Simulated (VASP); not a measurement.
# CuO (I4/mmm) in VASP: further runs

The runs below take CuO through single point, with PBE.

All numbers are computed with VASP 6.6.1; they aren't measurements. Logs are shortened: lines on timing, memory, paths and dates and some standing lists are left out, and cuts for length are marked.

## Step 1: The cell of the first run

Symmetry: I4/mmm, No. 139, tetragonal system. The conventional cell has a = 2.993 Å, b = 2.993 Å, c = 4.318 Å, α = 90.00°, β = 90.00°, γ = 90.00°. Cu (site symmetry 4/mmm) has 6 O at 2.12 to 2.16 Å within 2.8 Å. Within 2.8 Å of O (site symmetry 4/mmm) lie 6 Cu at 2.12 to 2.16 Å.

## Step 2: Single point, PBE

INCAR

```
SYSTEM = CuO
ALGO = Normal ; EDIFF = 1E-6
ENCUT = 520 ; GGA = PE
ISIF = 2 ; ISMEAR = -1
LASPH = .TRUE. ; LCHARG = .TRUE.
LELF = .TRUE. ; LREAL = .FALSE.
LVHAR = .TRUE. ; LWAVE = .FALSE.
NBANDS = 25 ; NELM = 60
PREC = Accurate ; SIGMA = 0.05
```

KPOINTS

```
k-points
0
G
  9 9 5
  0 0 0
```

POSCAR

```
CuO
1.0
    0.0000000000     -2.1165600000     -2.1588912000
   -2.1165600000      0.0000000000     -2.1588912000
    2.1165600000      2.1165600000     -4.3177824000
Cu O
2 2
Direct
    0.5000011023      0.5000011343      0.4999969218
    0.0000011023      1.0000011343      0.9999969218
    0.7499988977      0.7499988657      0.7500030782
    0.2499988977      0.2499988657      0.2500030782
```

Potentials or basis: VASP PAW PBE potentials, release 64 (Cu, O).

The run is started by

```bash
$ cat potpaw_PBE.64/Cu/POTCAR potpaw_PBE.64/O/POTCAR > POTCAR
$ mpirun -np 1 vasp_std > vasp.out
```

OUTCAR:

```text
SYSTEM = CuO
   EDIFF = 1E-6
   ENCUT = 520
   GGA = PE
   ISIF = 2
   ISMEAR = -1
   LASPH = .TRUE.
   LREAL = .FALSE.
   NELM = 60
   PREC = Accurate

 ion  position               nearest neighbor table
   1  0.500  0.500  0.500-   4 2.12   4 2.12   3 2.12   3 2.12   4 2.16   3 2.16
   2  0.000  0.000  1.000-   3 2.12   3 2.12   4 2.12   4 2.12   3 2.16   4 2.16
   3  0.750  0.750  0.750-   2 2.12   2 2.12   1 2.12   1 2.12   2 2.16   1 2.16
   4  0.250  0.250  0.250-   1 2.12   1 2.12   2 2.12   2 2.12   1 2.16   2 2.16

  LATTYP: Found a base centered monoclinic cell.
 ALAT       =     5.2538459552
 B/A-ratio  =     0.5697288963
 C/A-ratio  =     1.0000000000
 COS(beta)  =    -0.3508179694

  Lattice vectors:

 A1 = (   0.0000000000,   2.1165600000,   2.1588912000)
 A2 = (   2.1165600000,   0.0000000000,   2.1588912000)
 A3 = (   2.1165600000,   2.1165600000,  -4.3177824000)

Analysis of symmetry for initial positions (statically):
=====================================================================
 Subroutine PRICEL returns following result:

  LATTYP: Found a body centered tetragonal cell.
 ALAT       =     2.9932678576
 C/A-ratio  =     1.4424978336

  Lattice vectors:

 A1 = (  -2.1165600000,   0.0000000000,  -2.1588912000)
 A2 = (   2.1165600000,   0.0000000000,  -2.1588912000)
 A3 = (   0.0000000000,  -2.1165600000,   2.1588912000)

   2 primitive cells build up your supercell.

 Routine SETGRP: Setting up the symmetry group for a
 base centered monoclinic supercell.

 Subroutine GETGRP returns: Found  2 space group operations
 (whereof  2 operations were pure point group operations)
 out of a pool of  4 trial point group operations.

The static configuration has the point symmetry C_1h.

Analysis of symmetry for dynamics (positions and initial velocities):
=====================================================================
 Subroutine PRICEL returns following result:

  LATTYP: Found a body centered tetragonal cell.
 ALAT       =     2.9932678576
 C/A-ratio  =     1.4424978336

  Lattice vectors:

 A1 = (  -2.1165600000,   0.0000000000,  -2.1588912000)
 A2 = (   2.1165600000,   0.0000000000,  -2.1588912000)
 A3 = (   0.0000000000,  -2.1165600000,   2.1588912000)

   2 primitive cells build up your supercell.

 Routine SETGRP: Setting up the symmetry group for a
 base centered monoclinic supercell.
[... 100 lines left out ...]
   LNONCOLLINEAR =      F non collinear calculations
   LSORBIT =      F    spin-orbit coupling
   LASPH  =      T    aspherical Exc in radial PAW
   ENCUT  =  520.0 eV  38.22 Ry    6.18 a.u.   5.62  5.62  9.77*2*pi/ulx,y,z
   NELM   =     60;   NELMIN=  2; NELMDL= -5     # of ELM steps
   EDIFF  = 0.1E-05   stopping-criterion for ELM
   LREAL  =      F    real-space projection
   EDIFFG = 0.1E-04   stopping-criterion for IOM
   NSW    =      0    number of steps for IOM
   IBRION =     -1    ionic relax: 0-MD 1-quasi-New 2-CG
   NFREE  =      0    steps in history (QN), initial steepest desc. (CG)
   ISIF   =      2    stress and relaxation
   ISYM   =      2    0-nonsym 1-usesym 2-fastsym
   POTIM  = 0.5000    time-step for ionic-motion
   TEBEG  =    0.0;   TEEND  =   0.0 temperature during run
   PSTRESS=    0.0 pullay stress
   NELECT =      34.0000    total number of electrons
   NUPDOWN=      -1.0000    fix difference up-down
   EMIN   =  10.00;   EMAX   =-10.00  energy-range for DOS
   EFERMI =   0.00;   METHOD = LEGACY
   ISMEAR =    -1;   SIGMA  =   0.05  broadening in eV -4-tet -1-fermi 0-gaus
   EFERMI_NEDOS =   21; number of points for ismear=-14 and -15
   IALGO  =     38    algorithm
   IMIX   =      4    mixing-type and parameters
     AMIX     =   0.40;   BMIX     =  1.00
     AMIX_MAG =   1.60;   BMIX_MAG =  1.00
  volume/ion in A,a.u.               =       9.67        65.27
  Fermi-wavevector in a.u.,A,eV,Ry     =   1.568136  2.963348 33.457430  2.459052
  Thomas-Fermi vector in A             =   2.670212
   LORBIT       =      0    0 simple, 1 ext, 2 COOP (PROOUT), +10 PAW based schemes
   GGA     = PE    functional components
   LHFCALC =     F    Hartree Fock is set to
   AEXX    =    0.0000 exact exchange contribution
   IVDW    =     0    specifies the selected vdW correction
   LEPSILON=     F    determine dielectric tensor
   LRPA    =     F    only Hartree local field effects (RPA)
 non-spin polarized calculation
  energy-cutoff  :      520.00
  volume of cell :       38.69
 maximum number of plane-waves:      1058
   NGX = 11   NGY = 11   NGZ = 19

 number of electron      34.0000009 magnetization

 Free energy of the ion-electron system (eV)
  ---------------------------------------------------
  ext. energy  EPLUGINS =         0.00000000
  ---------------------------------------------------
  free energy    TOTEN  =       -19.08590228 eV

  energy without entropy =      -19.06413342  energy(sigma->0) =      -19.07501785

 E-fermi :   5.9669     XC(G=0): -12.3081

 val. band max:        5.9564530414   @ k =  -0.4444   0.1111   0.0000
 cond. band min:       5.9670175931   @ k =   0.1111   0.1111   0.2000
 fundamental gap:      0.0105645517
 Fermi energy:         5.9669047147

 k-point     1 :       0.0000    0.0000    0.0000
  band No.  band energies     occupation
      1     -13.4444      2.00000
      2     -12.2120      2.00000
      3      -1.3600      2.00000
      4       1.1084      2.00000
      5       1.1711      2.00000
      6       3.4893      2.00000
[... 661 lines left out ...]
     24      19.5229      0.00000
     25      19.9469      0.00000

 [... further k-points ...]

------------------------ aborting loop because EDIFF is reached ----------------------------------------

  FORCE on cell =-STRESS in cart. coord.  units (eV):
  Direction    XX          YY          ZZ          XY          YZ          ZX
  --------------------------------------------------------------------------------------
  -------------------------------------------------------------------------------------
  Total       -0.3723361     -0.3723361     -0.4664642     -0.0184946      0.0156427      0.0156428
  in kB      -15.4203336    -15.4203336    -19.3186583     -0.7659543      0.6478449      0.6478480
  external PRESSURE =     -16.7197751 kB  Pullay stress =       0.0000000 kB

 VOLUME and BASIS-vectors are now :
 -----------------------------------------------------------------------------
  energy-cutoff  :      520.00
  volume of cell :       38.69
      direct lattice vectors                 reciprocal lattice vectors
     0.000000000 -2.116560000 -2.158891200     0.118116189 -0.354348566 -0.115800185
    -2.116560000  0.000000000 -2.158891200    -0.354348566  0.118116189 -0.115800185
     2.116560000  2.116560000 -4.317782400     0.118116189  0.118116189 -0.115800185

 POSITION                                       TOTAL-FORCE (eV/Angst)
 -----------------------------------------------------------------------------------
     -0.00001     -0.00001     -4.31777         0.000103      0.000103     -0.000076
      2.11655      2.11655     -4.31777         0.000103      0.000103     -0.000076
      0.00001      0.00001     -6.47668        -0.000103     -0.000103      0.000076
      0.00001      0.00001     -2.15890        -0.000103     -0.000103      0.000076
 -----------------------------------------------------------------------------------
    total drift:                               -0.000068      0.000063     -0.000005

  FREE ENERGIE OF THE ION-ELECTRON SYSTEM (eV)
  ---------------------------------------------------
  free  energy   TOTEN  =       -19.0859022796 eV

  energy  without entropy=      -19.0641334243  energy(sigma->0) =      -19.07501785
```

stdout:

```text
POSCAR found type information on POSCAR CuO
 POSCAR found :  2 types and       4 ions
 scaLAPACK will be used
 LDA part: xc-table for (Slater+PW92), standard interpolation
 POSCAR, INCAR and KPOINTS ok, starting setup
 FFT: planning ... GRIDC
 FFT: planning ... GRID_SOFT
 FFT: planning ... GRID
 WAVECAR not read
 entering main loop
```

It took 1.7 min on 1 thread of Intel Xeon Platinum 8259CL at 2.50GHz (Skylake/Cascade Lake), shared host; peak memory 0.22 GiB.

Results:

```
Free energy            : -19.0859 eV
Pressure               : -1.7 GPa
Band gap on the k mesh : zero (band 17 reaches 6.60 eV, above the bottom of band 18 at 5.61 eV)
```

Levels at points of the mesh, in eV from the Fermi level:
| k point | band 14 | band 15 | band 16 | band 17 | band 18 | band 19 | band 20 | band 21 |
| --- | --- | --- | --- | --- | --- | --- | --- | --- |
| (0.00, 0.00, 0.00) | -1.83 | -1.82 | -1.40 | 0.63 | 0.75 | 1.33 | 5.69 | 9.42 |

Caveat: semilocal functionals often make such compounds metallic where correlation or magnetic order opens a gap, which also shifts bond lengths. With open d or f shells a metallic result of PBE can be an artefact of self-interaction; +U or a hybrid may open a gap.

## Step 3: Single point, PBE

This run uses another cell than the first one, of 9.10 Å³/atom, 0.941 times its volume.

INCAR

```
PREC = Accurate ; ENCUT = 520
EDIFF = 1E-6 ; ISMEAR = -1
SIGMA = 0.05 ; LREAL = False
LASPH = True ; NELM = 100
ALGO = Normal ; ISIF = 2
LWAVE = False ; LCHARG = False
GGA = PE ; NBANDS = 25
```

KPOINTS

```
Automatic mesh
0
Gamma
  9 9 5
```

POSCAR

```
CuO
1.0
    0.0000000000     -2.1165600000     -2.0318976000
   -2.1165600000      0.0000000000     -2.0318976000
    2.1165600000      2.1165600000     -4.0637952000
Cu O
2 2
Direct
    0.4999960374      0.5000078283      0.4999972855
   -0.0000039626      1.0000078283      0.9999972855
    0.7500039626      0.7499921717      0.7500027145
    0.2500039626      0.2499921717      0.2500027145
```

Potentials or basis: VASP PAW PBE potentials, release 64 (Cu, O).

The run is started by

```bash
$ cat potpaw_PBE.64/Cu/POTCAR potpaw_PBE.64/O/POTCAR > POTCAR
$ mpirun -np 1 vasp_std > vasp.out
```

Run time: 2.3 min. Hardware: 1 thread of Intel Xeon Platinum 8259CL at 2.50GHz (Skylake/Cascade Lake), shared host; peak memory 0.27 GiB.

It converged, with:

```yaml
Free_energy: -19.0147 eV
Pressure: 10.6 GPa
Band_gap_on_the_k_mesh: zero (band 17 reaches 7.45 eV, above the bottom of band 18 at 6.46 eV)
```

Stress tensor (GPa, compression positive):
```
 9.14 -0.10  0.00
-0.10  9.14  0.00
 0.00  0.00 13.58
```

Levels at points of the mesh, in eV from the Fermi level:
```
           k point  band 15  band 16  band 17  band 18  band 19  band 20
(0.00, 0.00, 0.00)    -1.94    -1.49     0.62     0.88     1.62     5.75
```

Caveat: semilocal functionals often make such compounds metallic where correlation or magnetic order opens a gap, which also shifts bond lengths. With open d or f shells a metallic result of PBE can be an artefact of self-interaction; +U or a hybrid may open a gap.

## Step 4: Single point, PBE

This run uses another cell than the first one, of 9.29 Å³/atom, 0.961 times its volume.

INCAR

```
SYSTEM = CuO
PREC = Accurate ; ENCUT = 520
EDIFF = 1E-6 ; ISMEAR = -1
SIGMA = 0.05 ; LREAL = .False.
LASPH = .True. ; NELM = 60
ALGO = Normal ; ISIF = 2
LWAVE = .False. ; LCHARG = .False.
GGA = PE ; NBANDS = 25
```

KPOINTS

```
Automatic mesh
0
Gamma
  9 9 5
  0 0 0
```

POSCAR

```
CuO
1.0
    0.0000000000     -2.1165600000     -2.0742288000
   -2.1165600000      0.0000000000     -2.0742288000
    2.1165600000      2.1165600000     -4.1484576000
Cu O
2 2
Direct
    0.5000022382      0.5000051469      0.4999942319
    0.0000022382      1.0000051469      0.9999942319
    0.7499977618      0.7499948531      0.7500057681
    0.2499977618      0.2499948531      0.2500057681
```

The run is started by

```bash
$ cat potpaw_PBE.64/Cu/POTCAR potpaw_PBE.64/O/POTCAR > POTCAR
$ mpirun -np 1 vasp_std > vasp.out
```

Run time: 2 min. Hardware: 1 thread of Intel Xeon Platinum 8259CL at 2.50GHz (Skylake/Cascade Lake), shared host; peak memory 0.22 GiB.

The run converged. Its results:

```
Free energy            : -19.0637 eV
Pressure               : 5.8 GPa
Band gap on the k mesh : zero (band 17 reaches 7.19 eV, above the bottom of band 18 at 6.18 eV)
```

Stress tensor (GPa, compression positive):
```
 5.22 -0.12  0.03
-0.12  5.22  0.03
 0.03  0.03  7.05
```

Levels at points of the mesh, in eV from the Fermi level:
| k point | band 13 | band 14 | band 15 | band 16 | band 17 | band 18 | band 19 | band 20 | band 21 | band 22 |
| --- | --- | --- | --- | --- | --- | --- | --- | --- | --- | --- |
| (0.00, 0.00, 0.00) | -2.29 | -1.92 | -1.91 | -1.47 | 0.66 | 0.79 | 1.50 | 5.73 | 9.77 | 13.62 |

Caveat: semilocal functionals often make such compounds metallic where correlation or magnetic order opens a gap, which also shifts bond lengths. With open d or f shells a metallic result of PBE can be an artefact of self-interaction; +U or a hybrid may open a gap.

## Step 5: The runs side by side

| cell | gap on the mesh (eV) | pressure (GPa) |
| --- | --- | --- |
| a = 3.023, b = 3.023, c = 5.254 Å, angles 72.3, 72.3, 59.3°, 4 atoms | none | -1.7 |
| a = 2.934, b = 2.934, c = 5.047 Å, angles 75.2, 75.2, 61.3°, 4 atoms | none | 10.6 |
| a = 2.963, b = 2.963, c = 5.116 Å, angles 74.2, 74.2, 60.7°, 4 atoms | none | 5.8 |

Alike in all rows: task single point; level PBE; potentials or basis VASP PAW PBE potentials, release 64 (Cu, O); no spin polarisation; k mesh 9 × 9 × 5; cutoff (eV) 520; smearing fermi-dirac 0.05 eV.

Caveats: semilocal functionals often make such compounds metallic where correlation or magnetic order opens a gap, which also shifts bond lengths.

Absolute energies hang on the potentials; compare differences alone.
